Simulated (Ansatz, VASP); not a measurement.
## One calculation of Ge, two programs

```
CELL_PARAMETERS angstrom
3.91763 0.00000 0.00000
-1.95882 3.39277 0.00000
0.00000 0.00000 6.59938
ATOMIC_POSITIONS crystal
Ge 0.66667 0.33333 0.06290
Ge 0.33333 0.66667 0.56290
Ge 0.66667 0.33333 0.43710
Ge 0.33333 0.66667 0.93710
```

Change from the starting cell: equal xx and yy strain of -2 %.

Alike in both runs: task single point; functional PBEsol; k mesh 11 × 11 × 6; occupations fermi-dirac, width 0.05 eV; no spin polarisation.

|  | VASP | Ansatz |
| --- | --- | --- |
| version | VASP 6.6.1 | Ansatz 0.2.0 |
| potentials or method | VASP PAW PBE potentials, release 64 (Ge_d), cutoff 520 eV | all-electron LAPW, scalar-relativistic |

```csv
,VASP,Ansatz,Ansatz less VASP
pressure (GPa),2.9,3.0,+0.06
"traceless stress, the component that is largest in VASP (GPa)",-2.62,-2.62,+0.006
rms of the force components (eV/Å),0.129,0.130,+0.0013
```

VASP's potentials were made for PBE, not for PBEsol. Atom by atom the forces differ by 0.001 eV/Å (rms over components). Ansatz ran all-electron here, and VASP with PAW potentials.
